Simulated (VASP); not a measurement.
# WS2 in VASP: notebook

WS2 is run at these levels: PBE; tasks: single point.

Program: VASP 6.6.1. These are calculated values, not measurements. Logs are shortened: lines on timing, memory, paths and dates and some standing lists are left out, and cuts for length are marked.

## Step 1: The cell of the first run

The cell holds a sheet with vacuum, 3 atoms: a = 3.925 Å, b = 3.925 Å, c = 17.000 Å, α = 90.00°, β = 90.00°, γ = 120.00°.

## Step 2: Single point, PBE, collinear spin, zero start

INCAR reads:

```
SYSTEM = WS2
PREC = Accurate
ENCUT = 520
EDIFF = 1E-6
ISMEAR = 0
SIGMA = 0.1
LREAL = .FALSE.
LASPH = .TRUE.
NELM = 150
ALGO = Normal
ISIF = 2
LWAVE = .FALSE.
LCHARG = .FALSE.
ISPIN = 2
MAGMOM = 0 0 0
LORBIT = 11
LMAXMIX = 4
LDIPOL = .TRUE.
IDIPOL = 3
DIPOL = 0.5 0.5 0.500
GGA = PE
NBANDS = 24
```

KPOINTS reads:

```
regular mesh
0
G
  6 6 1
  0 0 0
```

POSCAR reads:

```
WS2
1.0
    3.9254539400      0.0000000000      0.0000000000
   -1.9627269700      3.3995426000      0.0000000000
    0.0000000000      0.0000000000     17.0000000000
W S
1 2
Direct
    0.0000000000      0.0000000000      0.5000000000
    0.3333333300      0.6666666700      0.5820941900
    0.6666666700      0.3333333300      0.4179058100
```

Potentials or basis: VASP PAW PBE potentials, release 64 (W_sv, S).

Started as:

```sh
> cat potpaw_PBE.64/W_sv/POTCAR potpaw_PBE.64/S/POTCAR > POTCAR
> mpirun -np 1 vasp_std > vasp.out
```

OUTCAR:

```text
SYSTEM = WS2
   PREC = Accurate
   ENCUT = 520
   EDIFF = 1E-6
   ISMEAR = 0
   LREAL = .FALSE.
   LASPH = .TRUE.
   NELM = 150
   ISIF = 2
   ISPIN = 2
   LORBIT = 11
   GGA = PE

 ion  position               nearest neighbor table
   1  0.000  0.000  0.500-   2 2.66   3 2.66   3 2.66   2 2.66   3 2.66   2 2.66
   2  0.333  0.667  0.582-   1 2.66   1 2.66   1 2.66
   3  0.667  0.333  0.418-   1 2.66   1 2.66   1 2.66

  LATTYP: Found a hexagonal cell.
 ALAT       =     3.9254539400
 C/A-ratio  =     4.3307093294

  Lattice vectors:

 A1 = (   3.9254539400,   0.0000000000,   0.0000000000)
 A2 = (  -1.9627269700,   3.3995426000,   0.0000000000)
 A3 = (   0.0000000000,   0.0000000000,  17.0000000000)

Analysis of symmetry for initial positions (statically):
=====================================================================
 Subroutine PRICEL returns:
 Original cell was already a primitive cell.

 Routine SETGRP: Setting up the symmetry group for a
 hexagonal supercell.

 Subroutine GETGRP returns: Found 12 space group operations
 (whereof 12 operations were pure point group operations)
 out of a pool of 24 trial point group operations.

The static configuration has the point symmetry D_3d.

Analysis of symmetry for dynamics (positions and initial velocities):
=====================================================================
 Subroutine PRICEL returns:
 Original cell was already a primitive cell.

 Routine SETGRP: Setting up the symmetry group for a
 hexagonal supercell.

 Subroutine GETGRP returns: Found 12 space group operations
 (whereof 12 operations were pure point group operations)
 out of a pool of 24 trial point group operations.

The dynamic configuration has the point symmetry D_3d.

Analysis of structural, dynamic, and magnetic symmetry:
=====================================================================
 Subroutine PRICEL returns:
 Original cell was already a primitive cell.

 Routine SETGRP: Setting up the symmetry group for a
 hexagonal supercell.

 Subroutine GETGRP returns: Found 12 space group operations
 (whereof 12 operations were pure point group operations)
 out of a pool of 24 trial point group operations.

The overall configuration has the point symmetry D_3d.

 Subroutine INISYM returns: Found 12 space group operations
 (whereof 12 operations are pure point group operations),
 and found     1 'primitive' translations

----------------------------------------------------------------------------------------

                                     Primitive cell

  volume of cell :     226.8607

  direct lattice vectors                    reciprocal lattice vectors
     3.925453940  0.000000000  0.000000000     0.254747608  0.147078610  0.000000000
    -1.962726970  3.399542600  0.000000000     0.000000000  0.294157220  0.000000000
     0.000000000  0.000000000 17.000000000     0.000000000  0.000000000  0.058823529

  length of vectors
     3.925453940  3.925453738 17.000000000     0.294157205  0.294157220  0.058823529

  position of ions in fractional coordinates (direct lattice)
     0.000000000  0.000000000  0.500000000
     0.333333330  0.666666670  0.582094190
     0.666666670  0.333333330  0.417905810

  ion indices of the primitive-cell ions
   primitive index   ion index
                 1           1
                 2           2
                 3           3

----------------------------------------------------------------------------------------

 KPOINTS: regular mesh

Automatic generation of k-mesh.
 Grid dimensions read from file:
 generate k-points for:    6    6    1

 Generating k-lattice:

  Cartesian coordinates                     Fractional coordinates (reciprocal lattice)
     0.042457935  0.024513102  0.000000000     0.166666667  0.000000000  0.000000000
     0.000000000  0.049026203  0.000000000     0.000000000  0.166666667  0.000000000
     0.000000000  0.000000000  0.058823529     0.000000000  0.000000000  1.000000000

  Length of vectors
     0.049026201  0.049026203  0.058823529

  Shift w.r.t. Gamma in fractional coordinates (k-lattice)
     0.000000000  0.000000000  0.000000000

 Subroutine IBZKPT returns following result:
 ===========================================

 Found      7 irreducible k-points:

 Following reciprocal coordinates:
            Coordinates               Weight
  0.000000  0.000000  0.000000      1.000000
  0.166667  0.000000  0.000000      6.000000
  0.333333  0.000000  0.000000      6.000000
  0.500000  0.000000  0.000000      3.000000
  0.166667  0.166667  0.000000      6.000000
  0.333333  0.166667  0.000000     12.000000
  0.333333  0.333333  0.000000      2.000000
   k-points           NKPTS =      7   k-points in BZ     NKDIM =      7   number of bands    NBANDS=     24
   number of dos      NEDOS =    301   number of ions     NIONS =      3
   total plane-waves  NPLWV = 113400
   dimension x,y,z NGX =    30 NGY =   30 NGZ =  126
   dimension x,y,z NGXF=    60 NGYF=   60 NGZF=  252
   ions per type =               1   2
   NGX,Y,Z   is equivalent  to a cutoff of  12.71, 12.71, 12.32 a.u.
   NGXF,Y,Z  is equivalent  to a cutoff of  25.41, 25.41, 24.64 a.u.
 SYSTEM =  WS2
   PREC   = accura    normal or accurate (medium, high low for compatibility)
   ISTART =      0    job   : 0-new  1-cont  2-samecut
   ICHARG =      2    charge: 1-file 2-atom 10-const
   ISPIN  =      2    spin polarized calculation?
   LNONCOLLINEAR =      F non collinear calculations
   LSORBIT =      F    spin-orbit coupling
   LASPH  =      T    aspherical Exc in radial PAW
   ENCUT  =  520.0 eV  38.22 Ry    6.18 a.u.   7.30  7.30 31.61*2*pi/ulx,y,z
   NELM   =    150;   NELMIN=  2; NELMDL= -5     # of ELM steps
   EDIFF  = 0.1E-05   stopping-criterion for ELM
   LREAL  =      F    real-space projection
   EDIFFG = 0.1E-04   stopping-criterion for IOM
   NSW    =      0    number of steps for IOM
   IBRION =     -1    ionic relax: 0-MD 1-quasi-New 2-CG
   NFREE  =      0    steps in history (QN), initial steepest desc. (CG)
   ISIF   =      2    stress and relaxation
   ISYM   =      2    0-nonsym 1-usesym 2-fastsym
   POTIM  = 0.5000    time-step for ionic-motion
   TEBEG  =    0.0;   TEEND  =   0.0 temperature during run
   PSTRESS=    0.0 pullay stress
   NELECT =      26.0000    total number of electrons
   NUPDOWN=      -1.0000    fix difference up-down
   EMIN   =  10.00;   EMAX   =-10.00  energy-range for DOS
   EFERMI =   0.00;   METHOD = LEGACY
   ISMEAR =     0;   SIGMA  =   0.10  broadening in eV -4-tet -1-fermi 0-gaus
   EFERMI_NEDOS =   21; number of points for ismear=-14 and -15
   IALGO  =     38    algorithm
   IMIX   =      4    mixing-type and parameters
     AMIX     =   0.40;   BMIX     =  1.00
     AMIX_MAG =   1.60;   BMIX_MAG =  1.00
  volume/ion in A,a.u.               =      75.62       510.31
  Fermi-wavevector in a.u.,A,eV,Ry     =   0.795206  1.502721  8.603674  0.632352
  Thomas-Fermi vector in A             =   1.901488
   LORBIT       =     11    0 simple, 1 ext, 2 COOP (PROOUT), +10 PAW based schemes
   GGA     = PE    functional components
   LHFCALC =     F    Hartree Fock is set to
   AEXX    =    0.0000 exact exchange contribution
   IVDW    =     0    specifies the selected vdW correction
   LEPSILON=     F    determine dielectric tensor
   LRPA    =     F    only Hartree local field effects (RPA)
 spin polarized calculation
 Gauss-broadening in eV      SIGMA  =   0.10
  energy-cutoff  :      520.00
  volume of cell :      226.86
 maximum number of plane-waves:      6125
 NGX is ok and might be reduce to    30
   NGX = 15   NGY = 15   NGZ = 63

 number of electron      25.9999998 magnetization      -0.0000009

 dipolmoment           0.000000      0.000000      0.000000 electrons x Angstroem

 number of electron      25.9999998 magnetization       0.0002105

 dipolmoment           0.000000      0.000000     -0.000000 electrons x Angstroem

 Free energy of the ion-electron system (eV)
  ---------------------------------------------------
  ext. energy  EPLUGINS =         0.00000000
  ---------------------------------------------------
  free energy    TOTEN  =       -20.46836385 eV

  energy without entropy =      -20.44676504  energy(sigma->0) =      -20.45756444

 E-fermi :  -2.5438     XC(G=0):  -3.6525

 val. band max:       -2.6018362598   @ k =   0.3333   0.1667   0.0000
 cond. band min:      -2.4965401743   @ k =   0.1667   0.0000   0.0000
 fundamental gap:      0.1052960855
 Fermi energy:        -2.5437556210

 spin component 1

 k-point     1 :       0.0000    0.0000    0.0000
  band No.  band energies     occupation
      1     -77.8120      1.00000
      2     -41.9393      1.00000
      3     -41.9393      1.00000
      4     -41.6807      1.00000
      5     -15.7728      1.00000
      6     -14.6182      1.00000
[... 178 lines left out ...]
     23       6.0868      0.00000
     24       6.0868      0.00000
 Fermi energy:        -2.5437556210

 spin component 2

 k-point     1 :       0.0000    0.0000    0.0000
  band No.  band energies     occupation
      1     -77.8119      1.00000
      2     -41.9391      1.00000
      3     -41.9391      1.00000
      4     -41.6807      1.00000
      5     -15.7728      1.00000
      6     -14.6182      1.00000
[... 178 lines left out ...]
     23       6.0873      0.00000
     24       6.0873      0.00000

------------------------ aborting loop because EDIFF is reached ----------------------------------------

 vacuum level on the upper side and lower side of the slab       (xc-potential included)        -0.141        -0.141

  FORCE on cell =-STRESS in cart. coord.  units (eV):
  Direction    XX          YY          ZZ          XY          YZ          ZX
  --------------------------------------------------------------------------------------
  -------------------------------------------------------------------------------------
  Total      -12.0720690    -12.0720673     -4.4887811      0.0000000      0.0000000      0.0000000
  in kB      -85.2575787    -85.2575670    -31.7014931      0.0000000      0.0000000      0.0000000
  external PRESSURE =     -67.4055463 kB  Pullay stress =       0.0000000 kB

 VOLUME and BASIS-vectors are now :
 -----------------------------------------------------------------------------
  energy-cutoff  :      520.00
  volume of cell :      226.86
      direct lattice vectors                 reciprocal lattice vectors
     3.925453940  0.000000000  0.000000000     0.254747608  0.147078610  0.000000000
    -1.962726970  3.399542600  0.000000000     0.000000000  0.294157220  0.000000000
     0.000000000  0.000000000 17.000000000     0.000000000  0.000000000  0.058823529

 POSITION                                       TOTAL-FORCE (eV/Angst)
 -----------------------------------------------------------------------------------
      0.00000      0.00000      8.50000         0.000000      0.000000      0.000000
     -0.00000      2.26636      9.89560        -0.000000      0.000000     -1.600620
      1.96273      1.13318      7.10440        -0.000000      0.000000      1.600620
 -----------------------------------------------------------------------------------
    total drift:                               -0.000000     -0.000000     -0.000000

  FREE ENERGIE OF THE ION-ELECTRON SYSTEM (eV)
  ---------------------------------------------------
  free  energy   TOTEN  =       -20.4683638478 eV

  energy  without entropy=      -20.4467650421  energy(sigma->0) =      -20.45756444

 vacuum level on the upper side and lower side of the slab         2.981         2.981

 total charge

# of ion       s       p       d       tot
------------------------------------------
    1        2.309   6.152   2.998  11.459
    2        1.353   2.252   0.000   3.606
    3        1.353   2.252   0.000   3.606
--------------------------------------------------
tot          5.015  10.657   2.998  18.671

 magnetization (x)

# of ion       s       p       d       tot
------------------------------------------
    1        0.000   0.000   0.000   0.000
    2        0.000   0.000   0.000   0.000
    3        0.000   0.000   0.000   0.000
--------------------------------------------------
tot          0.000   0.000   0.000   0.000
```

Wall time 3.2 min (1 thread of Intel Xeon Platinum 8259CL at 2.50GHz (Skylake/Cascade Lake), shared host); peak memory 0.42 GiB.

What came out:

```yaml
Free_energy: -20.4684 eV
Largest_force: 1.601 eV/Å
Band_gap_on_the_k_mesh: zero (filled and empty bands overlap)
Net_moment: 0.00 μB per cell
Valence_electrons_inside_the_program's_atomic_spheres: W 11.46; S 3.61
```

Forces on the atoms (eV/Å):
```
W    0.000  0.000  0.000
S    0.000  0.000 -1.601
S    0.000  0.000  1.601
```

Caveat: spin-orbit coupling is left out, which moves the levels of the heavy elements.

## Step 3: Single point, PBE, collinear spin, zero start

This run uses another cell than the first one, of 87.55 Å³/atom, 1.158 times its volume.

INCAR reads:

```
ALGO = Normal ; DIPOL = 0.5 0.5 0.289
EDIFF = 1E-6 ; ENCUT = 520
GGA = PE ; IDIPOL = 3
ISIF = 2 ; ISMEAR = 0
ISPIN = 2 ; LASPH = T
LCHARG = F ; LDIPOL = T
LMAXMIX = 4 ; LORBIT = 11
LREAL = F ; LWAVE = F
MAGMOM = 0 0 0 ; NBANDS = 24
NELM = 150 ; PREC = Accurate
SIGMA = 0.1
```

KPOINTS reads:

```
k-points
0
Gamma
  6 6 1
```

POSCAR reads:

```
WS2
1.0
    3.2127682316      0.0000000000      0.0000000000
   -1.6063841158      2.7823389050      0.0000000000
    0.0000000000      0.0000000000     29.3824049200
W S
1 2
Direct
    0.0000000000      0.0000000000      0.2892887775
    0.3333333333      0.6666666667      0.3428198741
    0.6666666667      0.3333333333      0.2357576810
```

Potentials or basis: VASP PAW PBE potentials, release 64 (W_sv, S).

Started as:

```sh
> cat potpaw_PBE.64/W_sv/POTCAR potpaw_PBE.64/S/POTCAR > POTCAR
> mpirun -np 1 vasp_std > vasp.out
```

Run time: 2.8 min. Hardware: 1 thread of Intel Xeon Platinum 8259CL at 2.50GHz (Skylake/Cascade Lake), shared host; peak memory 0.47 GiB.

The run converged. Its results:

```yaml
Free_energy: -22.8323 eV
Largest_force: 0.005 eV/Å
Band_gap_on_the_k_mesh: zero (filled and empty bands overlap)
Net_moment: 0.00 μB per cell
Valence_electrons_inside_the_program's_atomic_spheres: W 11.95; S 3.70
```

Forces on the atoms (eV/Å):
```
W    0.000  0.000  0.000
S    0.000  0.000  0.005
S    0.000  0.000 -0.005
```

Levels at points of the mesh, in eV from the Fermi level:
Spin up:
| k point | band 9 | band 10 | band 11 | band 12 | band 13 | band 14 | band 15 | band 16 | band 17 | band 18 |
| --- | --- | --- | --- | --- | --- | --- | --- | --- | --- | --- |
| (0.00, 0.00, 0.00) | -3.92 | -2.94 | -0.56 | -0.54 | -0.54 | -0.31 | -0.31 | 3.67 | 3.67 | 4.53 |
| (0.50, 0.00, 0.00) | -4.85 | -4.04 | -2.94 | -1.89 | -1.70 | 1.84 | 2.54 | 4.06 | 4.35 | 4.88 |
Spin down:
```tsv
k point	band 9	band 10	band 11	band 12	band 13	band 14	band 15	band 16	band 17	band 18
(0.00, 0.00, 0.00)	-3.92	-2.94	-0.56	-0.54	-0.54	-0.31	-0.31	3.67	3.67	4.53
(0.50, 0.00, 0.00)	-4.85	-4.04	-2.94	-1.89	-1.70	1.84	2.54	4.06	4.35	4.88
```

Caveat: the k points lie up to 0.38 Å⁻¹ apart; spin-orbit coupling is left out, which moves the levels of the heavy elements.

## Step 4: Single point, PBE, collinear spin, ferrimagnetic start

INCAR reads:

```
PREC     = Accurate       # precision mode
ENCUT    = 520            # plane-wave cutoff, eV
EDIFF    = 1E-6           # SCF threshold, eV
ISMEAR   = 0              # smearing method
SIGMA    = 0.1            # smearing width, eV
LREAL    = False          # projectors in reciprocal space
LASPH    = True           # aspherical terms in the spheres
NELM     = 150            # most SCF steps
ALGO     = Normal         # electronic algorithm
ISIF     = 2              # what is computed and relaxed
LWAVE    = False          # write WAVECAR
LCHARG   = False          # write CHGCAR
ISPIN    = 2              # spin polarisation
MAGMOM   = 1.69 -0.07 -0.07 # initial moments
LORBIT   = 11             # projections on sites
LMAXMIX  = 4              # l up to which the mixer works
LDIPOL   = True         
IDIPOL   = 3            
DIPOL    = 0.5 0.5 0.500
GGA      = PE             # functional
NBANDS   = 24             # bands
```

KPOINTS reads:

```
Automatic mesh
0
Gamma
  6 6 1
```

POSCAR reads:

```
WS2
1.0
    3.9254539400      0.0000000000      0.0000000000
   -1.9627269700      3.3995426000      0.0000000000
    0.0000000000      0.0000000000     17.0000000000
W S
1 2
Direct
    0.0000000000      0.0000000000      0.5000000000
    0.3333333300      0.6666666700      0.5820941900
    0.6666666700      0.3333333300      0.4179058100
```

Started as:

```sh
> cat potpaw_PBE.64/W_sv/POTCAR potpaw_PBE.64/S/POTCAR > POTCAR
> mpirun -np 1 vasp_std > vasp.out
```

Run time: 3 min. Hardware: 1 thread of Intel Xeon Platinum 8259CL at 2.50GHz (Skylake/Cascade Lake), shared host; peak memory 0.42 GiB.

It converged, with:

| Quantity | Value |
| --- | --- |
| Free energy | -20.6414 eV |
| Largest force | 1.874 eV/Å |
| Band gap on the k mesh | zero (filled and empty bands overlap) |
| Net moment | 2.00 μB per cell |
| Site moments | W +1.74; S -0.07 μB |
| Valence electrons inside the program's atomic spheres | W 11.49; S 3.62 |

Forces in eV/Å, atoms in the order of the input:
```
W    0.000  0.000  0.000
S    0.000  0.000 -1.874
S    0.000  0.000  1.874
```

Levels at points of the mesh, in eV from the Fermi level:
Spin up:
```csv
k point,band 12,band 13,band 14,band 15,band 16,band 17
"(0.00, 0.00, 0.00)",-1.15,-1.14,-1.14,-0.36,2.89,2.89
"(0.50, 0.00, 0.00)",-1.91,-1.02,-0.31,-0.29,2.83,2.89
```
Spin down:
| k point | band 10 | band 11 | band 12 | band 13 | band 14 | band 15 |
| --- | --- | --- | --- | --- | --- | --- |
| (0.00, 0.00, 0.00) | -1.39 | -1.20 | -1.20 | 0.43 | 0.43 | 1.11 |
| (0.50, 0.00, 0.00) | -2.70 | -2.23 | -1.91 | 0.28 | 1.32 | 1.39 |

Caveat: spin-orbit coupling is left out, which moves the levels of the heavy elements.

## Step 5: Single point, PBE

This run uses another cell than the first one, of 87.42 Å³/atom, 1.156 times its volume.

INCAR reads:

```
PREC = Accurate ; ENCUT = 520
EDIFF = 1E-6 ; ISMEAR = 0
SIGMA = 0.1 ; LREAL = F
LASPH = T ; NELM = 60
ALGO = Normal ; ISIF = 2
LWAVE = F ; LCHARG = T
LDIPOL = T ; IDIPOL = 3
DIPOL = 0.5 0.5 0.289 ; GGA = PE
LELF = T ; LVHAR = T
LVACPOTAV = T ; NBANDS = 20
```

KPOINTS reads:

```
regular mesh
0
Gamma
  18 18 1
```

POSCAR reads:

```
WS2
1.0
    3.2103803639      0.0000000000      0.0000000000
   -1.6051901819      2.7802709509      0.0000000000
    0.0000000000      0.0000000000     29.3824049200
W S
1 2
Direct
    0.0000000000      0.0000000000      0.2892887775
    0.3333333333      0.6666666667      0.3429506089
    0.6666666667      0.3333333333      0.2356269461
```

Started as:

```sh
> cat potpaw_PBE.64/W_sv/POTCAR potpaw_PBE.64/S/POTCAR > POTCAR
> mpirun -np 1 vasp_std > vasp.out
```

It took 4.5 min on 1 thread of Intel Xeon Platinum 8259CL at 2.50GHz (Skylake/Cascade Lake), shared host; peak memory 0.45 GiB.

It converged, with:

| Quantity | Value |
| --- | --- |
| Free energy | -22.7907 eV |
| Band gap on the k mesh | zero (band 13 reaches -1.64 eV, above the bottom of band 14 at -2.87 eV) |

Levels at points of the mesh, in eV from the Fermi level:
```tsv
k point	band 9	band 10	band 11	band 12	band 13	band 14	band 15	band 16	band 17	band 18
(0.00, 0.00, 0.00)	-4.17	-3.23	-0.86	-0.81	-0.81	-0.57	-0.57	3.38	3.38	4.25
(0.50, 0.00, 0.00)	-5.13	-4.30	-3.22	-2.18	-1.97	1.58	2.27	3.77	4.07	4.60
```

Caveat: spin-orbit coupling is left out, which moves the levels of the heavy elements.

(Part 1 of 2 ends here.)
